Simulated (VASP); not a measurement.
Input of a VASP 6.6.1 run:

Contents of INCAR:

```
  ALGO = Normal
  EDIFF = 1E-7
  ENCUT = 520
  GGA = PE
  ISIF = 2
  ISMEAR = 0
  LASPH = T
  LCHARG = F
  LREAL = F
  LWAVE = F
  NBANDS = 26
  NELM = 60
  PREC = Accurate
  SIGMA = 0.05
```

The input KPOINTS:

```
k-points
0
Gamma
  6 6 6
```

POSCAR

```
Si
1.0
    5.4613611088      0.0339675520     -0.0159894659
   -0.0339675520     -5.3940696210     -0.0316784435
    0.0159894659     -0.0316784435     -5.3017524130
Si
8
Direct
    0.4984549112     -0.0120021358      0.0119633324
   -0.0175528528      0.5078463543     -0.0137342858
    0.0105707730      0.0397446113      0.5316864881
    0.5264322259      0.4687390961      0.5103665563
    0.8169703516      0.7867764338      0.7582161119
    0.1863409257      0.2695689452      0.7244023603
    0.2626589093      0.7235614096      0.2588194921
    0.7161247561      0.2157652854      0.2182799447
```

Potentials or basis: VASP PAW PBE potentials, release 64 (Si).

The run is started by

```bash
$ cat potpaw_PBE.64/Si/POTCAR > POTCAR
$ mpirun -np 1 vasp_std > vasp.out
```

(1) Predict the band gap on the k mesh.

(2) What does it give for the largest force?

(3) Estimate the pressure.

Answers

(1) zero (bands 16 and 17 overlap by 0.15 eV).

(2) 11.315 eV/Å.

(3) 12.7 GPa.

Caveat: the cell differs from its parent crystal (atoms moved at random and the cell strained at random); the stress differs along the axes, from 8 to 17 GPa; semilocal functionals underestimate gaps, and a narrow one can read as zero; forces of over 1 eV/Å act on the atoms, so gaps and moduli don't describe the material at rest.
